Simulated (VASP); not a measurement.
A run of VASP 6.6.1:

The input INCAR:

```
PREC = Accurate
ENCUT = 520
EDIFF = 1E-6
ISMEAR = 0
SIGMA = 0.01
LREAL = F
LASPH = T
NELM = 100
ALGO = Normal
ISIF = 2
LWAVE = F
LCHARG = F
GGA = PE
NBANDS = 16
```

KPOINTS

```
Automatic mesh
0
Gamma
  6 6 2
```

Contents of POSCAR:

```
SiC
1.0
    3.1746292651      0.0000000000      0.0000000000
   -1.5873146326      2.7493095912      0.0000000000
    0.0000000000      0.0000000000      5.2110622482
Si C
2 2
Direct
    0.3333333333      0.6666666667      0.4995917782
    0.6666666667      0.3333333333      0.9995917782
    0.3333333333      0.6666666667      0.8754082218
    0.6666666667      0.3333333333      0.3754082218
```

Potentials or basis: VASP PAW PBE potentials, release 64 (Si, C).

Run with:

```bash
$ cat potpaw_PBE.64/Si/POTCAR potpaw_PBE.64/C/POTCAR > POTCAR
$ mpirun -np 1 vasp_std > vasp.out
```

Hardware: 1 thread of Intel(R) Xeon(R) Platinum 8488C (Sapphire Rapids), on a shared host.

**Question.** How long does it take, and how much memory?

**Answer.** Run time: 8.3 s on 1 thread of Intel(R) Xeon(R) Platinum 8488C (Sapphire Rapids) (shared host), peak memory 0.15 GiB. Counts: scf iterations 13, k points 14.
